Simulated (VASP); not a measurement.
IrPt, 2 atoms in the cell. The structure is trigonal, space group R-3m (No. 166). Conventional cell: a = 2.734 Å, b = 2.734 Å, c = 13.251 Å, α = 90.00°, β = 90.00°, γ = 120.00°. Ir (site symmetry -3m) has 6 Pt at 2.71 Å and 6 Ir at 2.73 Å within 3.6 Å. Pt (site symmetry -3m) has 6 Ir at 2.71 Å and 6 Pt at 2.73 Å within 3.6 Å. 

- Program: VASP 6.6.1
- Task: single point
- Functional: LDA
- Potentials or basis: VASP PAW LDA potentials, release 64 (Ir, Pt)
- Cutoff: 520 eV
- k mesh: 9 × 9 × 9
- Occupations: gaussian, width 0.1 eV
- Spin: no spin polarisation
- Dipole correction: no
- Further INCAR settings: ALGO = Normal; EDIFF = 1e-06; NBANDS = 16

Potentials or basis: VASP PAW LDA potentials, release 64 (Ir, Pt).

Run with:

```bash
$ cat potpaw_LDA.64/Ir/POTCAR potpaw_LDA.64/Pt/POTCAR > POTCAR
$ mpirun -np 1 vasp_std > vasp.out
```

Hardware: 1 thread of Intel Xeon 8259CL (shared host).

Question: How long does it take, and how much memory?

Answer: Run time: 2.2 min on 1 thread of Intel Xeon 8259CL, on a shared host, peak memory 0.21 GiB. Counts: scf iterations 13, k points 85.
